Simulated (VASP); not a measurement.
# B8Au (Pm-3m) in VASP: single point with PBE

Aim: the single point of B8Au with PBE.

Program: VASP 6.6.1. These are calculated values, not measurements. Logs are shortened: lines on timing, memory, paths and dates and some standing lists are left out, and cuts for length are marked.

### 1 The cell of the first run

The structure is cubic, space group Pm-3m (No. 221). Conventional cell: a = 4.146 Å, b = 4.146 Å, c = 4.146 Å, α = 90.00°, β = 90.00°, γ = 90.00°. B (site symmetry 3m) has 1 Au at 1.74 Å and 6 B at 2.01 to 2.14 Å within 2.3 Å. Au (site symmetry m-3m) has 8 B at 1.74 Å within 2.3 Å.

### 2 Single point, PBE

Input file INCAR:

```
SYSTEM = B8Au
PREC = Accurate ; ENCUT = 520
EDIFF = 1E-6 ; ISMEAR = 0
SIGMA = 0.1 ; LREAL = .False.
LASPH = .True. ; NELM = 100
ALGO = Normal ; ISIF = 2
LWAVE = .False. ; LCHARG = .False.
GGA = PE ; NBANDS = 28
```

Input file KPOINTS:

```
Automatic mesh
0
Gamma
  4 4 4
  0 0 0
```

Input file POSCAR:

```
B8Au
1.0
    4.1462814900      0.0000000000      0.0000000000
    0.0000000000      4.1462814900      0.0000000000
    0.0000000000      0.0000000000      4.1462814900
B Au
8 1
Direct
    0.7419897600      0.7419897600      0.7419897600
    0.2580102400      0.2580102400      0.7419897600
    0.2580102400      0.7419897600      0.2580102400
    0.7419897600      0.2580102400      0.2580102400
    0.7419897600      0.7419897600      0.2580102400
    0.2580102400      0.2580102400      0.2580102400
    0.7419897600      0.2580102400      0.7419897600
    0.2580102400      0.7419897600      0.7419897600
    0.5000000000      0.5000000000      0.5000000000
```

Potentials or basis: VASP PAW PBE potentials, release 64 (B, Au).

Started as:

```bash
> cat potpaw_PBE.64/B/POTCAR potpaw_PBE.64/Au/POTCAR > POTCAR
> mpirun -np 1 vasp_std > vasp.out
```

OUTCAR:

```text
SYSTEM = B8Au
   PREC = Accurate
   ENCUT = 520
   EDIFF = 1E-6
   ISMEAR = 0
   LREAL = .False.
   LASPH = .True.
   NELM = 100
   ISIF = 2
   GGA = PE

 ion  position               nearest neighbor table
   1  0.742  0.742  0.742-   9 1.74   7 2.01   8 2.01   5 2.01   7 2.14   5 2.14   8 2.14
   2  0.258  0.258  0.742-   9 1.74   7 2.01   8 2.01   6 2.01   6 2.14   8 2.14   7 2.14
   3  0.258  0.742  0.258-   9 1.74   6 2.01   8 2.01   5 2.01   6 2.14   8 2.14   5 2.14
   4  0.742  0.258  0.258-   9 1.74   6 2.01   7 2.01   5 2.01   6 2.14   7 2.14   5 2.14
   5  0.742  0.742  0.258-   9 1.74   3 2.01   4 2.01   1 2.01   3 2.14   4 2.14   1 2.14
   6  0.258  0.258  0.258-   9 1.74   3 2.01   4 2.01   2 2.01   2 2.14   3 2.14   4 2.14
   7  0.742  0.258  0.742-   9 1.74   2 2.01   4 2.01   1 2.01   2 2.14   4 2.14   1 2.14
   8  0.258  0.742  0.742-   9 1.74   2 2.01   3 2.01   1 2.01   2 2.14   3 2.14   1 2.14
   9  0.500  0.500  0.500-   1 1.74   2 1.74   3 1.74   4 1.74   5 1.74   6 1.74   7 1.74   8 1.74

  LATTYP: Found a simple cubic cell.
 ALAT       =     4.1462814900

  Lattice vectors:

 A1 = (   4.1462814900,   0.0000000000,   0.0000000000)
 A2 = (   0.0000000000,   4.1462814900,   0.0000000000)
 A3 = (   0.0000000000,   0.0000000000,   4.1462814900)

Analysis of symmetry for initial positions (statically):
=====================================================================
 Subroutine PRICEL returns:
 Original cell was already a primitive cell.

 Routine SETGRP: Setting up the symmetry group for a
 simple cubic supercell.

 Subroutine GETGRP returns: Found 48 space group operations
 (whereof 48 operations were pure point group operations)
 out of a pool of 48 trial point group operations.

The static configuration has the point symmetry O_h .

Analysis of symmetry for dynamics (positions and initial velocities):
=====================================================================
 Subroutine PRICEL returns:
 Original cell was already a primitive cell.

 Routine SETGRP: Setting up the symmetry group for a
 simple cubic supercell.

 Subroutine GETGRP returns: Found 48 space group operations
 (whereof 48 operations were pure point group operations)
 out of a pool of 48 trial point group operations.

The dynamic configuration has the point symmetry O_h .

 Subroutine INISYM returns: Found 48 space group operations
 (whereof 48 operations are pure point group operations),
 and found     1 'primitive' translations

----------------------------------------------------------------------------------------

                                     Primitive cell

  volume of cell :      71.2814

  direct lattice vectors                    reciprocal lattice vectors
     4.146281490  0.000000000  0.000000000     0.241179959  0.000000000  0.000000000
     0.000000000  4.146281490  0.000000000     0.000000000  0.241179959  0.000000000
     0.000000000  0.000000000  4.146281490     0.000000000  0.000000000  0.241179959

  length of vectors
     4.146281490  4.146281490  4.146281490     0.241179959  0.241179959  0.241179959

  position of ions in fractional coordinates (direct lattice)
     0.741989760  0.741989760  0.741989760
     0.258010240  0.258010240  0.741989760
     0.258010240  0.741989760  0.258010240
     0.741989760  0.258010240  0.258010240
     0.741989760  0.741989760  0.258010240
     0.258010240  0.258010240  0.258010240
     0.741989760  0.258010240  0.741989760
     0.258010240  0.741989760  0.741989760
     0.500000000  0.500000000  0.500000000

  ion indices of the primitive-cell ions
   primitive index   ion index
                 1           1
                 2           2
                 3           3
                 4           4
                 5           5
                 6           6
                 7           7
                 8           8
                 9           9

----------------------------------------------------------------------------------------

 KPOINTS: Automatic mesh

Automatic generation of k-mesh.
 Grid dimensions read from file:
 generate k-points for:    4    4    4

 Generating k-lattice:

  Cartesian coordinates                     Fractional coordinates (reciprocal lattice)
     0.060294990  0.000000000  0.000000000     0.250000000  0.000000000  0.000000000
     0.000000000  0.060294990  0.000000000     0.000000000  0.250000000  0.000000000
     0.000000000  0.000000000  0.060294990     0.000000000  0.000000000  0.250000000

  Length of vectors
     0.060294990  0.060294990  0.060294990

  Shift w.r.t. Gamma in fractional coordinates (k-lattice)
     0.000000000  0.000000000  0.000000000

 Subroutine IBZKPT returns following result:
 ===========================================

 Found     10 irreducible k-points:

 Following reciprocal coordinates:
            Coordinates               Weight
  0.000000  0.000000  0.000000      1.000000
  0.250000  0.000000  0.000000      6.000000
  0.500000  0.000000  0.000000      3.000000
  0.250000  0.250000  0.000000     12.000000
  0.500000  0.250000  0.000000     12.000000
  0.500000  0.500000  0.000000      3.000000
  0.250000  0.250000  0.250000      8.000000
  0.500000  0.250000  0.250000     12.000000
  0.500000  0.500000  0.250000      6.000000
  0.500000  0.500000  0.500000      1.000000
   k-points           NKPTS =     10   k-points in BZ     NKDIM =     10   number of bands    NBANDS=     28
   number of dos      NEDOS =    301   number of ions     NIONS =      9
   total plane-waves  NPLWV =  32768
   dimension x,y,z NGX =    32 NGY =   32 NGZ =   32
   dimension x,y,z NGXF=    64 NGYF=   64 NGZF=   64
   ions per type =               8   1
   NGX,Y,Z   is equivalent  to a cutoff of  12.83, 12.83, 12.83 a.u.
   NGXF,Y,Z  is equivalent  to a cutoff of  25.66, 25.66, 25.66 a.u.
 SYSTEM =  B8Au
   PREC   = accura    normal or accurate (medium, high low for compatibility)
   ISTART =      0    job   : 0-new  1-cont  2-samecut
   ICHARG =      2    charge: 1-file 2-atom 10-const
   ISPIN  =      1    spin polarized calculation?
   LNONCOLLINEAR =      F non collinear calculations
   LSORBIT =      F    spin-orbit coupling
   LASPH  =      T    aspherical Exc in radial PAW
   ENCUT  =  520.0 eV  38.22 Ry    6.18 a.u.   7.71  7.71  7.71*2*pi/ulx,y,z
   NELM   =    100;   NELMIN=  2; NELMDL= -5     # of ELM steps
   EDIFF  = 0.1E-05   stopping-criterion for ELM
   LREAL  =      F    real-space projection
[... 7 lines left out ...]
   TEBEG  =    0.0;   TEEND  =   0.0 temperature during run
   PSTRESS=    0.0 pullay stress
   NELECT =      35.0000    total number of electrons
   NUPDOWN=      -1.0000    fix difference up-down
   EMIN   =  10.00;   EMAX   =-10.00  energy-range for DOS
   EFERMI =   0.00;   METHOD = LEGACY
   ISMEAR =     0;   SIGMA  =   0.10  broadening in eV -4-tet -1-fermi 0-gaus
   EFERMI_NEDOS =   21; number of points for ismear=-14 and -15
   IALGO  =     38    algorithm
   IMIX   =      4    mixing-type and parameters
     AMIX     =   0.40;   BMIX     =  1.00
     AMIX_MAG =   1.60;   BMIX_MAG =  1.00
  volume/ion in A,a.u.               =       7.92        53.45
  Fermi-wavevector in a.u.,A,eV,Ry     =   1.291533  2.440643 22.695288  1.668057
  Thomas-Fermi vector in A             =   2.423297
   LORBIT       =      0    0 simple, 1 ext, 2 COOP (PROOUT), +10 PAW based schemes
   GGA     = PE    functional components
   LHFCALC =     F    Hartree Fock is set to
   AEXX    =    0.0000 exact exchange contribution
   IVDW    =     0    specifies the selected vdW correction
   LEPSILON=     F    determine dielectric tensor
   LRPA    =     F    only Hartree local field effects (RPA)
 non-spin polarized calculation
 Gauss-broadening in eV      SIGMA  =   0.10
  energy-cutoff  :      520.00
  volume of cell :       71.28
 maximum number of plane-waves:      1936
 NGX is ok and might be reduce to    32
   NGX = 15   NGY = 15   NGZ = 15

 number of electron      34.9999996 magnetization

 Free energy of the ion-electron system (eV)
  ---------------------------------------------------
  ext. energy  EPLUGINS =         0.00000000
  ---------------------------------------------------
  free energy    TOTEN  =       -25.10565391 eV

  energy without entropy =      -25.09160352  energy(sigma->0) =      -25.09862872

 E-fermi :   8.2563     XC(G=0): -12.2415

 val. band max:        8.2211400808   @ k =   0.5000   0.2500   0.2500
 cond. band min:       8.4257639939   @ k =   0.5000   0.2500   0.2500
 fundamental gap:      0.2046239131
 Fermi energy:         8.2563180868

 k-point     1 :       0.0000    0.0000    0.0000
  band No.  band energies     occupation
      1      -8.3270      2.00000
      2      -5.9518      2.00000
      3      -5.9518      2.00000
      4      -5.9518      2.00000
      5      -4.8071      2.00000
      6      -4.8071      2.00000
[... 20 lines left out ...]
     27      16.3524      0.00000
     28      16.4258      0.00000

 k-point     2 :       0.2500    0.0000    0.0000
  band No.  band energies     occupation
      1      -7.9931      2.00000
      2      -6.0544      2.00000
      3      -6.0544      2.00000
      4      -5.9507      2.00000
      5      -4.7197      2.00000
      6      -4.6313      2.00000
[... 20 lines left out ...]
     27      16.8022      0.00000
     28      16.8025      0.00000

 k-point     3 :       0.5000    0.0000    0.0000
  band No.  band energies     occupation
      1      -7.5734      2.00000
      2      -6.1512      2.00000
      3      -6.1512      2.00000
      4      -5.9498      2.00000
      5      -4.6271      2.00000
      6      -4.0084      2.00000
[... 20 lines left out ...]
     27      17.2620      0.00000
     28      17.2744      0.00000

 k-point     4 :       0.2500    0.2500    0.0000
  band No.  band energies     occupation
      1      -7.6519      2.00000
      2      -6.1955      2.00000
      3      -6.0548      2.00000
      4      -6.0514      2.00000
      5      -4.5693      2.00000
      6      -4.4734      2.00000
[... 20 lines left out ...]
     27      15.8369      0.00000
     28      17.0627      0.00000

 k-point     5 :       0.5000    0.2500    0.0000
  band No.  band energies     occupation
      1      -7.2216      2.00000
      2      -6.3334      2.00000
      3      -6.1497      2.00000
      4      -6.0519      2.00000
      5      -4.4407      2.00000
      6      -3.8242      2.00000
[... 20 lines left out ...]
     27      15.7824      0.00000
     28      15.8961      0.00000

 k-point     6 :       0.5000    0.5000    0.0000
  band No.  band energies     occupation
      1      -6.7938      2.00000
      2      -6.4831      2.00000
      3      -6.1482      2.00000
      4      -6.1482      2.00000
      5      -4.0425      2.00000
      6      -3.5798      2.00000
[... 20 lines left out ...]
     27      15.6795      0.00000
     28      16.5265      0.00000

 k-point     7 :       0.2500    0.2500    0.2500
  band No.  band energies     occupation
      1      -7.3011      2.00000
      2      -6.1917      2.00000
      3      -6.1884      2.00000
      4      -6.1884      2.00000
      5      -4.3650      2.00000
      6      -4.3650      2.00000
[... 20 lines left out ...]
     27      15.5288      0.00000
     28      16.5506      0.00000

 k-point     8 :       0.5000    0.2500    0.2500
  band No.  band energies     occupation
      1      -6.8529      2.00000
      2      -6.3409      2.00000
      3      -6.3102      2.00000
      4      -6.1821      2.00000
      5      -4.2642      2.00000
      6      -3.7736      2.00000
[... 20 lines left out ...]
     27      15.2427      0.00000
     28      15.5039      0.00000

 k-point     9 :       0.5000    0.5000    0.2500
  band No.  band energies     occupation
      1      -6.4739      2.00000
      2      -6.3884      2.00000
      3      -6.3183      2.00000
      4      -6.3183      2.00000
      5      -3.9216      2.00000
      6      -3.5581      2.00000
[... 20 lines left out ...]
     27      15.1293      0.00000
     28      15.3713      0.00000

 k-point    10 :       0.5000    0.5000    0.5000
  band No.  band energies     occupation
      1      -6.4647      2.00000
      2      -6.4647      2.00000
      3      -6.4647      2.00000
      4      -5.8869      2.00000
      5      -3.5361      2.00000
      6      -3.5361      2.00000
[... 20 lines left out ...]
     27      14.7340      0.00000
     28      14.7342      0.00000

------------------------ aborting loop because EDIFF is reached ----------------------------------------

  FORCE on cell =-STRESS in cart. coord.  units (eV):
  Direction    XX          YY          ZZ          XY          YZ          ZX
  --------------------------------------------------------------------------------------
  -------------------------------------------------------------------------------------
  Total       52.6449182     52.6449182     52.6449182      0.0000000     -0.0000000      0.0000000
  in kB     1183.2886228   1183.2886228   1183.2886228      0.0000000     -0.0000000      0.0000000
  external PRESSURE =    1183.2886228 kB  Pullay stress =       0.0000000 kB

 VOLUME and BASIS-vectors are now :
 -----------------------------------------------------------------------------
  energy-cutoff  :      520.00
  volume of cell :       71.28
      direct lattice vectors                 reciprocal lattice vectors
     4.146281490  0.000000000  0.000000000     0.241179959  0.000000000  0.000000000
     0.000000000  4.146281490  0.000000000     0.000000000  0.241179959  0.000000000
     0.000000000  0.000000000  4.146281490     0.000000000  0.000000000  0.241179959

 POSITION                                       TOTAL-FORCE (eV/Angst)
 -----------------------------------------------------------------------------------
      3.07650      3.07650      3.07650         8.954345      8.954345      8.954345
      1.06978      1.06978      3.07650        -8.954345     -8.954345      8.954345
      1.06978      3.07650      1.06978        -8.954345      8.954345     -8.954345
      3.07650      1.06978      1.06978         8.954345     -8.954345     -8.954345
      3.07650      3.07650      1.06978         8.954345      8.954345     -8.954345
      1.06978      1.06978      1.06978        -8.954345     -8.954345     -8.954345
      3.07650      1.06978      3.07650         8.954345     -8.954345      8.954345
      1.06978      3.07650      3.07650        -8.954345      8.954345      8.954345
      2.07314      2.07314      2.07314         0.000000      0.000000      0.000000
 -----------------------------------------------------------------------------------
    total drift:                                0.000000     -0.000000     -0.000000

  FREE ENERGIE OF THE ION-ELECTRON SYSTEM (eV)
  ---------------------------------------------------
  free  energy   TOTEN  =       -25.1056539127 eV

  energy  without entropy=      -25.0916035177  energy(sigma->0) =      -25.09862872
```

Wall time 7.3 s (1 thread of Intel Xeon 6975P-C (Granite Rapids), shared host); peak memory 0.17 GiB.

Results:

```
Free energy   : -25.1057 eV
Pressure      : 118.3 GPa
Largest force : 15.509 eV/Å
```

Forces in eV/Å, atoms in the order of the input:
```
B    8.954  8.954  8.954
B   -8.954 -8.954  8.954
B   -8.954  8.954 -8.954
B    8.954 -8.954 -8.954
B    8.954  8.954 -8.954
B   -8.954 -8.954 -8.954
B    8.954 -8.954  8.954
B   -8.954  8.954  8.954
Au   0.000  0.000  0.000
```

Caveat: the k points lie up to 0.38 Å⁻¹ apart; spin-orbit coupling is left out, which moves the levels of the heavy elements; forces of over 1 eV/Å act on the atoms, so gaps and moduli don't describe the material at rest.
